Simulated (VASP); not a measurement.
A run of VASP 6.6.1 is set up as follows.

Contents of INCAR:

```
SYSTEM = SrMg
PREC     = Accurate       ! precision mode
ENCUT    = 520            ! plane-wave cutoff, eV
EDIFF    = 1E-6           ! SCF threshold, eV
ISMEAR   = 0              ! smearing method
SIGMA    = 0.15           ! smearing width, eV
LREAL    = .False.        ! projectors in reciprocal space
LASPH    = .True.         ! aspherical terms in the spheres
NELM     = 100            ! most SCF steps
ALGO     = Fast           ! electronic algorithm
ISIF     = 2              ! what is computed and relaxed
LWAVE    = .False.        ! write WAVECAR
LCHARG   = .False.        ! write CHGCAR
GGA      = CA             ! functional
NBANDS   = 13             ! bands
```

File KPOINTS:

```
Automatic mesh
0
Gamma
  14 14 14
  0 0 0
```

The input POSCAR:

```
SrMg
1.0
    4.3778223665      0.0000000000      0.0000000000
    0.0000000000      4.3778223665      0.0000000000
    0.0000000000      0.0000000000      3.0951204131
Sr Mg
1 1
Direct
    0.5000000000      0.5000000000      0.5000000000
    0.0000000000      0.0000000000      0.0000000000
```

Potentials or basis: VASP PAW LDA potentials, release 64 (Sr_sv, Mg).

The run is started by

```console
$ cat potpaw_LDA.64/Sr_sv/POTCAR potpaw_LDA.64/Mg/POTCAR > POTCAR
$ mpirun -np 1 vasp_std > vasp.out
```

Q: What does it give for the pressure?

A: 3.3 GPa.

Q: Estimate the band gap on the k mesh.

A: Zero (band 6 reaches 3.79 eV, above the bottom of band 7 at 1.86 eV).

Stress tensor (GPa, compression positive):
```
-0.56  0.00  0.00
 0.00 -0.56  0.00
 0.00  0.00 11.07
```
